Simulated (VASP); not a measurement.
Input of a VASP 6.6.1 run:

File INCAR:

```
SYSTEM = YN
  PREC = Accurate
  ENCUT = 600
  EDIFF = 1E-6
  ISMEAR = 0
  SIGMA = 0.01
  LREAL = .FALSE.
  LASPH = .TRUE.
  NELM = 120
  ALGO = Normal
  ISIF = 2
  LWAVE = .FALSE.
  LCHARG = .FALSE.
  GGA = PE
  NBANDS = 15
  GGA_COMPAT = .FALSE.
```

The input KPOINTS:

```
Automatic mesh
0
G
  8 8 8
  0 0 0
```

POSCAR

```
YN
1.0
    0.0000000000      2.4385000000      2.4385000000
    2.4385000000      0.0000000000      2.4385000000
    2.4385000000      2.4385000000      0.0000000000
Y N
1 1
Direct
    0.0000000000      0.0000000000      0.0000000000
    0.5000000000      0.5000000000      0.5000000000
```

Potentials or basis: VASP PAW PBE potentials, release 64 (Y_sv, N).

Launch:

```bash
$ cat potpaw_PBE.64/Y_sv/POTCAR potpaw_PBE.64/N/POTCAR > POTCAR
$ mpirun -np 1 vasp_std > vasp.out
```

(1) What does it give for the pressure?

(2) Estimate the band gap on the k mesh.

## Answers

(1) 2.7 GPa.

(2) 0.17 eV (least direct gap 0.56 eV).

Caveat: semilocal functionals underestimate gaps, and a narrow one can read as zero.
